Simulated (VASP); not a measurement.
PbSe, 2 atoms in the cell. It takes space group Fm-3m (No. 225, cubic). The conventional cell has a = 6.320 Å, b = 6.320 Å, c = 6.320 Å, α = 90.00°, β = 90.00°, γ = 90.00°. Pb (site symmetry m-3m) has 6 Se at 3.16 Å within 4.2 Å. Within 4.2 Å of Se (site symmetry m-3m) lie 6 Pb at 3.16 Å. 

| Item | Value |
| --- | --- |
| Program | VASP 6.6.1 |
| Task | single point |
| Functional | r2SCAN |
| Dispersion | rVV10 |
| Potentials or basis | VASP PAW PBE potentials, release 64 (Pb_d, Se) |
| Cutoff | 550 eV |
| k mesh | 10 × 10 × 10 |
| Occupations | gaussian, width 0.02 eV |
| Spin | no spin polarisation |
| Dipole correction | no |
| Further INCAR settings | ALGO = Normal; EDIFF = 1e-06; NBANDS = 17 |

Potentials or basis: VASP PAW PBE potentials, release 64 (Pb_d, Se).

Run with:

```console
$ cat potpaw_PBE.64/Pb_d/POTCAR potpaw_PBE.64/Se/POTCAR > POTCAR
$ cp INCAR.step1 INCAR
$ mpirun -np 1 vasp_std > vasp.out
$ cp INCAR.step2 INCAR
$ mpirun -np 1 vasp_std > vasp.out
```

Hardware: 1 thread of Intel(R) Xeon(R) 6975P-C (Granite Rapids), with other jobs on the host.

**Question.** Estimate the wall time of this run.

**Answer.** Run time: 120 s on 1 thread of Intel(R) Xeon(R) 6975P-C (Granite Rapids) (shared host), peak memory 0.42 GiB. Counts: k points 47.
